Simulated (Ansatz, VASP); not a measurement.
**Two plane-wave programs on SiO2**

```xyz
6
Lattice="4.2689 0.0000 0.0000 0.0000 4.2689 0.0000 0.0000 0.0000 2.6433" Properties=species:S:1:pos:R:3 pbc="T T T"
Si    0.0000    0.0000    0.0000
Si    2.1344    2.1344    1.3217
O     1.3171    1.3171    0.0000
O     0.8174    3.4515    1.3217
O     3.4515    0.8174    1.3217
O     2.9518    2.9518    0.0000
```

Change from the starting cell: epitaxial_xy strain +2.0%.

Alike in both runs: task single point; functional r2SCAN; k mesh 6 × 6 × 10; no spin polarisation.

|  | VASP | Ansatz |
| --- | --- | --- |
| version | VASP 6.6.1 | Ansatz 0.2.0 |
| potentials or method | VASP PAW PBE potentials, release 64 (Si, O) | plane waves, PAW |
| plane-wave cutoff (eV) | 520 | 500 |
| occupations | gaussian, width 0.01 eV | fixed |
| valence electrons in the cell | 32 | 32 |

|  | VASP | Ansatz | Ansatz less VASP |
| --- | --- | --- | --- |
| gap on the k mesh at the Fermi level (eV) | 6.18 | 6.19 | +0.006 |
| pressure (GPa) | -6.0 | -6.4 | -0.40 |
| traceless stress, the component that is largest in VASP (GPa) | 7.10 | 6.40 | -0.704 |
| rms of the force components (eV/Å) | 0.013 | 0.002 | -0.0110 |

VASP's potentials were made for PBE, not for r2SCAN. Atom by atom the forces differ by 0.015 eV/Å (rms over components).
